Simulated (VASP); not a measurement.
Crystal: CrSbC3.

```xyz
5
Lattice="3.7535 0.0000 0.0000 0.0000 3.7535 0.0000 0.0000 0.0000 3.8006" Properties=species:S:1:pos:R:3 pbc="T T T"
Cr    1.8768    1.8768    1.9573
Sb    0.0000    0.0000    0.0000
C     1.8768    1.8768    3.7056
C     0.0000    1.8768    1.8433
C     1.8768    0.0000    1.8433
```

| Quantity | Value |
| --- | --- |
| Program | VASP 6.6.1 |
| Task | relaxation of cell and atoms |
| Functional | PBE |
| Potentials or basis | VASP PAW PBE potentials, release 64 (Cr_pv, Sb, C) |
| Cutoff | 600 eV |
| k mesh | 4 × 4 × 4 |
| Occupations | gaussian, width 0.1 eV |
| Spin | no spin polarisation |

At the start: pressure 25.1 GPa; volume 10.71 Å³/atom.

Task: How do energy, volume and symmetry change on relaxing?

Result: Over 9 steps the energy falls by 103.9 meV/atom and the volume is 11.97 Å³/atom (+11.8 %); space group P4mm (No. 99, to 0.1 Å) before and after.

The path:
```tsv
step	energy change (eV)	largest force (eV/Å)	pressure (GPa)	volume (Å³)
1	0.0000	2.1529	25.08	53.55
2	-0.0421	0.6247	-16.12	67.61
3	-0.5090	0.1521	-0.54	59.99
4	-0.5093	0.1422	-0.08	59.85
5	-0.5092	0.1330	0.29	59.72
6	-0.5111	0.1424	0.21	59.73
7	-0.5161	0.1254	0.03	59.79
8	-0.5182	0.1688	-0.44	59.91
9	-0.5193	0.0320	-0.21	59.86
```

Final structure:
```xyz
5
Lattice="3.8914 0.0000 0.0000 0.0000 3.8914 0.0000 0.0000 0.0000 3.9527" Properties=species:S:1:pos:R:3 pbc="T T T"
Cr    1.9457    1.9457    2.0528
Sb    0.0000    0.0000    0.0110
C     1.9457    1.9457    3.9146
C     0.0000    1.9457    1.8726
C     1.9457    3.8914    1.8726
```

Caveat: the k points lie up to 0.40 Å⁻¹ apart in the final cell, too coarse for converged energies and pressures of a metal; the run has no spin polarisation, though such a crystal can be magnetic.
